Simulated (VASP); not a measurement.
Write the native input for VASP 6.6.1 that does the following.

| Property | Result |
| --- | --- |
| Task | single point |
| Functional | PBE |
| Potentials or basis | VASP PAW PBE potentials, release 64 (Nb_sv) |
| Cutoff | 520 eV |
| k mesh | 14 × 14 × 14 |
| Occupations | fermi-dirac, width 0.1 eV |
| Spin | no spin polarisation |
| Dipole correction | no |
| Further INCAR settings | ALGO = Normal; EDIFF = 1e-06; NBANDS = 12 |

The structure of Nb lies in POSCAR:

```
Nb
1.0
    0.0000000000      2.1381048899      2.1381048899
    2.1381048899      0.0000000000      2.1381048899
    2.1381048899      2.1381048899      0.0000000000
Nb
1
Direct
    0.0000000000      0.0000000000      0.0000000000
```

This cell differs from its parent crystal: volume scaled by 1.04.

These files were run (other wordings do the same):

INCAR

```
SYSTEM = Nb
PREC = Accurate
ENCUT = 520
EDIFF = 1E-6
ISMEAR = -1
SIGMA = 0.1
LREAL = .FALSE.
LASPH = .TRUE.
NELM = 100
ALGO = Normal
ISIF = 2
LWAVE = .FALSE.
LCHARG = .TRUE.
GGA = PE
LELF = .TRUE.
LVHAR = .TRUE.
NBANDS = 12
```

KPOINTS

```
regular mesh
0
G
  14 14 14
  0 0 0
```

Potentials or basis: VASP PAW PBE potentials, release 64 (Nb_sv).

Run with:

```bash
$ cat potpaw_PBE.64/Nb_sv/POTCAR > POTCAR
$ mpirun -np 1 vasp_std > vasp.out
```

Results of the run:

- Pressure: -6.4 GPa

Run time: 10 s on 1 thread of Intel(R) Xeon(R) Platinum 8488C (Sapphire Rapids) (shared host), peak memory 0.14 GiB.
